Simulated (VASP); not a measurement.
Write the native input for VASP 6.6.1 that does the following.

| Item | Value |
| --- | --- |
| Task | single point |
| Functional | PBEsol |
| Potentials or basis | VASP PAW PBE potentials, release 64 (Al, Au) |
| Cutoff | 520 eV |
| k mesh | 8 × 8 × 8 |
| Occupations | gaussian, width 0.1 eV |
| Spin | no spin polarisation |
| Dipole correction | no |
| Further INCAR settings | ALGO = Normal; EDIFF = 1e-07; NBANDS = 14 |

The structure of AlAu lies in POSCAR:

```
AlAu
1.0
    3.1761565229      0.0000000000      0.0000000000
    0.0000000000      3.1761565229      0.0000000000
    0.0000000000      0.0000000000      3.1761565229
Al Au
1 1
Direct
    0.0000000000      0.0000000000      0.0000000000
    0.5000000000      0.5000000000      0.5000000000
```

The input as run:

INCAR

```
SYSTEM = AlAu
ALGO = Normal
EDIFF = 1E-7
ENCUT = 520
GGA = PS
ISIF = 2
ISMEAR = 0
LASPH = .True.
LCHARG = .False.
LREAL = .False.
LWAVE = .False.
NBANDS = 14
NELM = 60
PREC = Accurate
SIGMA = 0.1
```

KPOINTS

```
k-points
0
Gamma
  8 8 8
  0 0 0
```

Potentials or basis: VASP PAW PBE potentials, release 64 (Al, Au).

Run with:

```console
$ cat potpaw_PBE.64/Al/POTCAR potpaw_PBE.64/Au/POTCAR > POTCAR
$ mpirun -np 1 vasp_std > vasp.out
```

It gave:

```json
{
  "Pressure": "-0.2 GPa",
  "Band gap on the k mesh": "zero (band 7 reaches 12.96 eV, above the bottom of band 8 at 8.84 eV)"
}
```

Caveat: the PAW data sets were made with another functional, which shifts forces and pressure a little; spin-orbit coupling is left out, which moves the levels of the heavy elements.

Wall time 27 s on 1 thread of AMD EPYC 7R13, on a shared host, peak memory 0.15 GiB.
